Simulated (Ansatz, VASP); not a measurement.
HgTe: VASP beside Ansatz

```
Hg Te
1.0
     0.00000    3.19048    3.41966
     3.19048    0.00000    3.41966
     3.19048    3.19048    0.00000
Hg Te
1 1
Direct
  0.00000 0.00000 0.00000
  0.25000 0.25000 0.25000
```

Change from the starting cell: epitaxial_xy strain -3.0%.

Alike in both runs: task single point; functional HSE06; k mesh 4 × 4 × 4; occupations fermi-dirac, width 0.02 eV; no spin polarisation.

|  | VASP | Ansatz |
| --- | --- | --- |
| version | VASP 6.6.1 | Ansatz 0.2.0 |
| potentials or method | VASP PAW PBE potentials, release 64 (Hg, Te) | plane waves, PAW |
| plane-wave cutoff (eV) | 520 | 420 |
| valence electrons in the cell | 18 | 36 |

Ansatz gave:

```
pressure (GPa)                                                : 1.0
traceless stress, the component that is largest in VASP (GPa) : -0.81
```

Question: Which values does VASP return?

Answer: Pressure (GPa): 0.9; traceless stress, the component that is largest in VASP (GPa): -0.82.

VASP's potentials hold 18 valence electrons a cell and Ansatz's 36, so a difference there can come from the potentials and not from the codes. Ansatz's warnings: filled band counts differ across k points, stress exchange threshold loose, stress scf threshold loose.

The k mesh is coarse, so the values compare programs but aren't converged. Neither program's run includes spin-orbit coupling.
